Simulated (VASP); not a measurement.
# Zr (I4/mmm) in VASP: a series of runs, part 2 of 3

VASP 6.6.1. Earlier steps stand in the parts before.

## Step 3: Single point, PBE (zz strain of +1 %)

Input file INCAR:

```
PREC = Accurate
ENCUT = 520
EDIFF = 1E-6
ISMEAR = -1
SIGMA = 0.08
LREAL = F
LASPH = T
NELM = 100
ALGO = Normal
ISIF = 2
LWAVE = F
LCHARG = F
GGA = PE
NBANDS = 12
```

Input file KPOINTS:

```
regular mesh
0
Gamma
  14 14 14
```

Input file POSCAR:

```
Zr
1.0
   -1.8100000000      1.8100000000      1.8281000000
    1.8100000000     -1.8100000000      1.8281000000
    1.8100000000      1.8100000000     -1.8281000000
Zr
1
Direct
    0.0000000000      0.0000000000      0.0000000000
```

Potentials or basis: VASP PAW PBE potentials, release 64 (Zr_sv).

Run with:

```bash
cat potpaw_PBE.64/Zr_sv/POTCAR > POTCAR
mpirun -np 1 vasp_std > vasp.out
```

OUTCAR:

```text
PREC = Accurate
   ENCUT = 520
   EDIFF = 1E-6
   ISMEAR = -1
   LREAL = F
   LASPH = T
   NELM = 100
   ISIF = 2
   GGA = PE

 ion  position               nearest neighbor table
   1  0.000  0.000  0.000-

  LATTYP: Found a body centered tetragonal cell.
 ALAT       =     3.6200000000
 C/A-ratio  =     1.0100000000

  Lattice vectors:

 A1 = (  -1.8100000000,   1.8100000000,   1.8281000000)
 A2 = (   1.8100000000,  -1.8100000000,   1.8281000000)
 A3 = (   1.8100000000,   1.8100000000,  -1.8281000000)

Analysis of symmetry for initial positions (statically):
=====================================================================
 Subroutine PRICEL returns:
 Original cell was already a primitive cell.

 Routine SETGRP: Setting up the symmetry group for a
 body centered tetragonal supercell.

 Subroutine GETGRP returns: Found 16 space group operations
 (whereof 16 operations were pure point group operations)
 out of a pool of 16 trial point group operations.

The static configuration has the point symmetry D_4h.

Analysis of symmetry for dynamics (positions and initial velocities):
=====================================================================
 Subroutine PRICEL returns:
 Original cell was already a primitive cell.

 Routine SETGRP: Setting up the symmetry group for a
 body centered tetragonal supercell.

 Subroutine GETGRP returns: Found 16 space group operations
 (whereof 16 operations were pure point group operations)
 out of a pool of 16 trial point group operations.

The dynamic configuration has the point symmetry D_4h.

 Subroutine INISYM returns: Found 16 space group operations
 (whereof 16 operations are pure point group operations),
 and found     1 'primitive' translations

----------------------------------------------------------------------------------------

                                     Primitive cell

  volume of cell :      23.9562

  direct lattice vectors                    reciprocal lattice vectors
    -1.810000000  1.810000000  1.828100000     0.000000000  0.276243094  0.273508014
     1.810000000 -1.810000000  1.828100000     0.276243094  0.000000000  0.273508014
     1.810000000  1.810000000 -1.828100000     0.276243094  0.276243094  0.000000000

  length of vectors
     3.145496719  3.145496719  3.145496719     0.388737547  0.388737547  0.390666730

  position of ions in fractional coordinates (direct lattice)
     0.000000000  0.000000000  0.000000000

  ion indices of the primitive-cell ions
   primitive index   ion index
                 1           1

----------------------------------------------------------------------------------------

 KPOINTS: regular mesh

Automatic generation of k-mesh.
 Grid dimensions read from file:
 generate k-points for:   14   14   14

 Generating k-lattice:

  Cartesian coordinates                     Fractional coordinates (reciprocal lattice)
     0.000000000  0.019731650  0.019536287     0.071428571 -0.000000000  0.000000000
     0.019731650  0.000000000  0.019536287    -0.000000000  0.071428571  0.000000000
     0.019731650  0.019731650  0.000000000     0.000000000  0.000000000  0.071428571

  Length of vectors
     0.027766968  0.027766968  0.027904766

  Shift w.r.t. Gamma in fractional coordinates (k-lattice)
     0.000000000  0.000000000  0.000000000

 Subroutine IBZKPT returns following result:
 ===========================================

 Found    244 irreducible k-points:

 Following reciprocal coordinates:
            Coordinates               Weight
  0.000000  0.000000  0.000000      1.000000
  0.071429  0.000000 -0.000000      8.000000
  0.142857  0.000000  0.000000      8.000000
  0.214286  0.000000 -0.000000      8.000000
  0.285714  0.000000 -0.000000      8.000000
  0.357143  0.000000  0.000000      8.000000
[... 16 lines left out ...]
  0.214286  0.142857  0.000000     16.000000
  0.285714  0.142857 -0.000000     16.000000
 [... further k-points ...]
   k-points           NKPTS =    244   k-points in BZ     NKDIM =    244   number of bands    NBANDS=     12
   number of dos      NEDOS =    301   number of ions     NIONS =      1
   total plane-waves  NPLWV =  13824
   dimension x,y,z NGX =    24 NGY =   24 NGZ =   24
   dimension x,y,z NGXF=    48 NGYF=   48 NGZF=   48
   ions per type =               1
   NGX,Y,Z   is equivalent  to a cutoff of  12.68, 12.68, 12.68 a.u.
   NGXF,Y,Z  is equivalent  to a cutoff of  25.37, 25.37, 25.37 a.u.
 SYSTEM =  unknown system
   PREC   = accura    normal or accurate (medium, high low for compatibility)
   ISTART =      0    job   : 0-new  1-cont  2-samecut
   ICHARG =      2    charge: 1-file 2-atom 10-const
   ISPIN  =      1    spin polarized calculation?
   LNONCOLLINEAR =      F non collinear calculations
   LSORBIT =      F    spin-orbit coupling
   LASPH  =      T    aspherical Exc in radial PAW
   ENCUT  =  520.0 eV  38.22 Ry    6.18 a.u.   5.85  5.85  5.85*2*pi/ulx,y,z
   NELM   =    100;   NELMIN=  2; NELMDL= -5     # of ELM steps
   EDIFF  = 0.1E-05   stopping-criterion for ELM
   LREAL  =      F    real-space projection
   EDIFFG = 0.1E-04   stopping-criterion for IOM
   NSW    =      0    number of steps for IOM
   IBRION =     -1    ionic relax: 0-MD 1-quasi-New 2-CG
   NFREE  =      0    steps in history (QN), initial steepest desc. (CG)
   ISIF   =      2    stress and relaxation
   ISYM   =      2    0-nonsym 1-usesym 2-fastsym
   POTIM  = 0.5000    time-step for ionic-motion
   TEBEG  =    0.0;   TEEND  =   0.0 temperature during run
   PSTRESS=    0.0 pullay stress
   NELECT =      12.0000    total number of electrons
   NUPDOWN=      -1.0000    fix difference up-down
   EMIN   =  10.00;   EMAX   =-10.00  energy-range for DOS
   EFERMI =   0.00;   METHOD = LEGACY
   ISMEAR =    -1;   SIGMA  =   0.08  broadening in eV -4-tet -1-fermi 0-gaus
   EFERMI_NEDOS =   21; number of points for ismear=-14 and -15
   IALGO  =     38    algorithm
   IMIX   =      4    mixing-type and parameters
     AMIX     =   0.40;   BMIX     =  1.00
     AMIX_MAG =   1.60;   BMIX_MAG =  1.00
  volume/ion in A,a.u.               =      23.96       161.66
  Fermi-wavevector in a.u.,A,eV,Ry     =   1.300158  2.456943 22.999444  1.690411
  Thomas-Fermi vector in A             =   2.431375
   LORBIT       =      0    0 simple, 1 ext, 2 COOP (PROOUT), +10 PAW based schemes
   GGA     = PE    functional components
   LHFCALC =     F    Hartree Fock is set to
   AEXX    =    0.0000 exact exchange contribution
   IVDW    =     0    specifies the selected vdW correction
   LEPSILON=     F    determine dielectric tensor
   LRPA    =     F    only Hartree local field effects (RPA)
 non-spin polarized calculation
  energy-cutoff  :      520.00
  volume of cell :       23.96
 maximum number of plane-waves:       682
   NGX = 11   NGY = 11   NGZ = 11

 number of electron      12.0000000 magnetization

 Free energy of the ion-electron system (eV)
  ---------------------------------------------------
  ext. energy  EPLUGINS =         0.00000000
  ---------------------------------------------------
  free energy    TOTEN  =        -8.44245193 eV

  energy without entropy =       -8.40061316  energy(sigma->0) =       -8.42153254

 E-fermi :   8.4009     XC(G=0): -10.9480

 val. band max:        8.3984153453   @ k =   0.2143   0.0714   0.0714
 cond. band min:       8.4075492572   @ k =  -0.4286  -0.4286   0.1429
 fundamental gap:      0.0091339119
 Fermi energy:         8.4009137691

 k-point     1 :       0.0000    0.0000    0.0000
  band No.  band energies     occupation
      1     -40.1549      2.00000
      2     -17.7068      2.00000
      3     -17.7061      2.00000
      4     -17.7061      2.00000
      5       3.0810      2.00000
      6       9.4771      0.00000
      7       9.4771      0.00000
      8       9.5702      0.00000
      9      11.8376      0.00000
     10      11.9626      0.00000
     11      20.5961      0.00000
     12      20.7431      0.00000

 k-point     2 :       0.0714    0.0000   -0.0000
  band No.  band energies     occupation
      1     -40.1484      2.00000
      2     -17.7529      2.00000
      3     -17.7203      2.00000
      4     -17.7066      2.00000
      5       3.2484      2.00000
      6       9.4073      0.00001
      7       9.4416      0.00000
      8       9.6917      0.00000
      9      11.6910      0.00000
     10      11.9393      0.00000
     11      20.7962      0.00000
     12      21.0442      0.00000
[... 316 lines left out ...]
 k-point    24 :       0.2857    0.1429   -0.0000
  band No.  band energies     occupation
      1     -40.0382      2.00000
      2     -18.4136      2.00000
      3     -17.9730      2.00000
      4     -17.7622      2.00000
      5       6.0206      2.00000
      6       8.0332      1.98002
      7       8.5377      0.30636
      8      11.4961      0.00000
      9      12.4381      0.00000
     10      13.6939      0.00000
     11      19.1683      0.00000
     12      20.3704      0.00000

 [... further k-points ...]
[... 5 lines left out ...]
  --------------------------------------------------------------------------------------
  -------------------------------------------------------------------------------------
  Total       -0.5693360     -0.5693360     -0.5532652      0.0000000      0.0000000     -0.0000000
  in kB      -38.0769492    -38.0769492    -37.0021396      0.0000000      0.0000000     -0.0000000
  external PRESSURE =     -37.7186793 kB  Pullay stress =       0.0000000 kB

 VOLUME and BASIS-vectors are now :
 -----------------------------------------------------------------------------
  energy-cutoff  :      520.00
  volume of cell :       23.96
      direct lattice vectors                 reciprocal lattice vectors
    -1.810000000  1.810000000  1.828100000     0.000000000  0.276243094  0.273508014
     1.810000000 -1.810000000  1.828100000     0.276243094  0.000000000  0.273508014
     1.810000000  1.810000000 -1.828100000     0.276243094  0.276243094  0.000000000

 POSITION                                       TOTAL-FORCE (eV/Angst)
 -----------------------------------------------------------------------------------
      0.00000      0.00000      0.00000        -0.000000      0.000000     -0.000000
 -----------------------------------------------------------------------------------
    total drift:                                0.000000      0.000000      0.000000

  FREE ENERGIE OF THE ION-ELECTRON SYSTEM (eV)
  ---------------------------------------------------
  free  energy   TOTEN  =        -8.4424519270 eV

  energy  without entropy=       -8.4006131626  energy(sigma->0) =       -8.42153254
```

Wall time 47 s (1 thread of Intel Xeon 8259CL, shared host); peak memory 0.19 GiB.

What came out:

```yaml
Free_energy: -8.4425 eV
Pressure: -3.8 GPa
Band_gap_on_the_k_mesh: zero (bands 6 and 7 overlap by 1.68 eV)
```

Stress tensor (GPa, compression positive):
```
-3.81  0.00  0.00
 0.00 -3.81  0.00
 0.00  0.00 -3.70
```

Levels at points of the mesh, in eV from the Fermi level:
```csv
k point,band 4,band 5,band 6,band 7,band 8,band 9
"(0.00, 0.00, 0.00)",-26.11,-5.32,1.08,1.08,1.17,3.44
"(0.50, 0.00, 0.00)",-26.11,-2.70,-0.58,1.46,3.43,4.11
"(0.50, 0.50, 0.00)",-26.12,-2.70,-0.68,1.52,3.56,4.16
"(0.50, 0.50, 0.50)",-26.71,-2.43,-2.40,5.43,5.46,5.46
```

Caveat: the cell differs from its parent crystal (zz strain of +1 %); the cell stands under tension.

## Step 4: Single point, PBE (zz strain of +2 %)

Input file INCAR:

```
ALGO = Normal ; EDIFF = 1E-6
ENCUT = 520 ; GGA = PE
ISIF = 2 ; ISMEAR = -1
LASPH = T ; LCHARG = F
LREAL = F ; LWAVE = F
NBANDS = 12 ; NELM = 80
PREC = Accurate ; SIGMA = 0.08
```

Input file KPOINTS:

```
k-points
0
Gamma
  14 14 14
```

Input file POSCAR:

```
Zr
1.0
   -1.8100000000      1.8100000000      1.8462000000
    1.8100000000     -1.8100000000      1.8462000000
    1.8100000000      1.8100000000     -1.8462000000
Zr
1
Direct
    0.0000000000      0.0000000000      0.0000000000
```

Potentials or basis: VASP PAW PBE potentials, release 64 (Zr_sv).

Run with:

```bash
cat potpaw_PBE.64/Zr_sv/POTCAR > POTCAR
mpirun -np 1 vasp_std > vasp.out
```

OUTCAR:

```text
EDIFF = 1E-6
   ENCUT = 520
   GGA = PE
   ISIF = 2
   ISMEAR = -1
   LASPH = T
   LREAL = F
   NELM = 80
   PREC = Accurate

 ion  position               nearest neighbor table
   1  0.000  0.000  0.000-

  LATTYP: Found a body centered tetragonal cell.
 ALAT       =     3.6200000000
 C/A-ratio  =     1.0200000000

  Lattice vectors:

 A1 = (  -1.8100000000,   1.8100000000,   1.8462000000)
 A2 = (   1.8100000000,  -1.8100000000,   1.8462000000)
 A3 = (   1.8100000000,   1.8100000000,  -1.8462000000)

Analysis of symmetry for initial positions (statically):
=====================================================================
 Subroutine PRICEL returns:
 Original cell was already a primitive cell.

 Routine SETGRP: Setting up the symmetry group for a
 body centered tetragonal supercell.

 Subroutine GETGRP returns: Found 16 space group operations
 (whereof 16 operations were pure point group operations)
 out of a pool of 16 trial point group operations.

The static configuration has the point symmetry D_4h.

Analysis of symmetry for dynamics (positions and initial velocities):
=====================================================================
 Subroutine PRICEL returns:
 Original cell was already a primitive cell.

 Routine SETGRP: Setting up the symmetry group for a
 body centered tetragonal supercell.

 Subroutine GETGRP returns: Found 16 space group operations
 (whereof 16 operations were pure point group operations)
 out of a pool of 16 trial point group operations.

The dynamic configuration has the point symmetry D_4h.

 Subroutine INISYM returns: Found 16 space group operations
 (whereof 16 operations are pure point group operations),
 and found     1 'primitive' translations

----------------------------------------------------------------------------------------

[... 109 lines left out ...]
     AMIX     =   0.40;   BMIX     =  1.00
     AMIX_MAG =   1.60;   BMIX_MAG =  1.00
  volume/ion in A,a.u.               =      24.19       163.26
  Fermi-wavevector in a.u.,A,eV,Ry     =   1.295895  2.448887 22.848875  1.679345
  Thomas-Fermi vector in A             =   2.427386
   LORBIT       =      0    0 simple, 1 ext, 2 COOP (PROOUT), +10 PAW based schemes
   GGA     = PE    functional components
   LHFCALC =     F    Hartree Fock is set to
   AEXX    =    0.0000 exact exchange contribution
   IVDW    =     0    specifies the selected vdW correction
   LEPSILON=     F    determine dielectric tensor
   LRPA    =     F    only Hartree local field effects (RPA)
 non-spin polarized calculation
  energy-cutoff  :      520.00
  volume of cell :       24.19
 maximum number of plane-waves:       682
   NGX = 11   NGY = 11   NGZ = 11

 number of electron      12.0000000 magnetization

 Free energy of the ion-electron system (eV)
  ---------------------------------------------------
  ext. energy  EPLUGINS =         0.00000000
  ---------------------------------------------------
  free energy    TOTEN  =        -8.43659687 eV

  energy without entropy =       -8.39382100  energy(sigma->0) =       -8.41520893

 E-fermi :   8.2960     XC(G=0): -10.9040

 val. band max:        8.2892330293   @ k =  -0.4286   0.4286   0.1429
 cond. band min:       8.3026771056   @ k =  -0.2857   0.2857   0.0714
 fundamental gap:      0.0134440763
 Fermi energy:         8.2960004468

 k-point     1 :       0.0000    0.0000    0.0000
  band No.  band energies     occupation
      1     -40.2826      2.00000
      2     -17.8469      2.00000
      3     -17.8459      2.00000
      4     -17.8459      2.00000
      5       2.9931      2.00000
      6       9.3380      0.00000
      7       9.3380      0.00000
      8       9.5198      0.00000
      9      11.6384      0.00000
     10      11.8817      0.00000
     11      20.3654      0.00000
     12      20.6545      0.00000
[... 331 lines left out ...]
 k-point    24 :       0.2857    0.1429    0.0000
  band No.  band energies     occupation
      1     -40.1711      2.00000
      2     -18.5302      2.00000
      3     -18.1040      2.00000
      4     -17.8978      2.00000
      5       5.9202      2.00000
      6       7.9577      1.97129
      7       8.4219      0.34353
      8      11.3565      0.00000
      9      12.2271      0.00000
     10      13.5452      0.00000
     11      18.9421      0.00000
     12      20.2200      0.00000

 [... further k-points ...]
[... 5 lines left out ...]
  --------------------------------------------------------------------------------------
  -------------------------------------------------------------------------------------
  Total       -0.6899580     -0.6899580     -0.6545012      0.0000000      0.0000000     -0.0000000
  in kB      -45.6917005    -45.6917005    -43.3436175      0.0000000      0.0000000     -0.0000000
  external PRESSURE =     -44.9090061 kB  Pullay stress =       0.0000000 kB

 VOLUME and BASIS-vectors are now :
 -----------------------------------------------------------------------------
  energy-cutoff  :      520.00
  volume of cell :       24.19
      direct lattice vectors                 reciprocal lattice vectors
    -1.810000000  1.810000000  1.846200000     0.000000000  0.276243094  0.270826563
     1.810000000 -1.810000000  1.846200000     0.276243094  0.000000000  0.270826563
     1.810000000  1.810000000 -1.846200000     0.276243094  0.276243094  0.000000000

 POSITION                                       TOTAL-FORCE (eV/Angst)
 -----------------------------------------------------------------------------------
      0.00000      0.00000      0.00000         0.000000      0.000000      0.000000
 -----------------------------------------------------------------------------------
    total drift:                               -0.000000      0.000000      0.000000

  FREE ENERGIE OF THE ION-ELECTRON SYSTEM (eV)
  ---------------------------------------------------
  free  energy   TOTEN  =        -8.4365968658 eV

  energy  without entropy=       -8.3938209977  energy(sigma->0) =       -8.41520893
```

OSZICAR:

```text
N       E                     dE             d eps       ncg     rms          rms(c)
DAV:   1     0.863746708261E+02    0.86375E+02   -0.69018E+03  5856   0.992E+02
DAV:   2    -0.566677322816E+01   -0.92041E+02   -0.89549E+02  6796   0.269E+02
DAV:   3    -0.873860337475E+01   -0.30718E+01   -0.30246E+01  8988   0.410E+01
DAV:   4    -0.879468819831E+01   -0.56085E-01   -0.56020E-01  6732   0.536E+00
DAV:   5    -0.879576871068E+01   -0.10805E-02   -0.10804E-02  8400   0.531E-01    0.939E+00
DAV:   6    -0.848959166999E+01    0.30618E+00   -0.39585E-01  6392   0.575E+00    0.362E+00
DAV:   7    -0.843389368389E+01    0.55698E-01   -0.19631E-01  7120   0.384E+00    0.667E-01
DAV:   8    -0.843660482678E+01   -0.27111E-02   -0.11781E-02  6936   0.121E+00    0.109E-01
DAV:   9    -0.843660930953E+01   -0.44827E-05   -0.46649E-04  7668   0.191E-01    0.239E-02
DAV:  10    -0.843659809287E+01    0.11217E-04   -0.26040E-05  7152   0.529E-02    0.179E-02
DAV:  11    -0.843659683650E+01    0.12564E-05   -0.24159E-06  6564   0.170E-02    0.244E-03
DAV:  12    -0.843659686575E+01   -0.29252E-07   -0.94630E-08  3364   0.290E-03
   1 F= -.84365969E+01 E0= -.84152089E+01  d E =-.427759E-01
```

Wall time 53 s (1 thread of Intel Xeon 8259CL, shared host); peak memory 0.19 GiB.

What came out:

```
Free energy            : -8.4366 eV
Pressure               : -4.5 GPa
Band gap on the k mesh : zero (bands 6 and 7 overlap by 1.62 eV)
```

Levels at points of the mesh, in eV from the Fermi level:
```csv
k point,band 4,band 5,band 6,band 7,band 8,band 9
"(0.00, 0.00, 0.00)",-26.14,-5.30,1.04,1.04,1.22,3.34
"(0.50, 0.00, 0.00)",-26.14,-2.67,-0.53,1.41,3.34,4.06
"(0.50, 0.50, 0.00)",-26.16,-2.67,-0.73,1.52,3.60,4.16
"(0.50, 0.50, 0.50)",-26.72,-2.40,-2.35,5.35,5.40,5.40
```

Caveat: the cell differs from its parent crystal (zz strain of +2 %); the cell stands under tension.

[end of part 2 of 3]
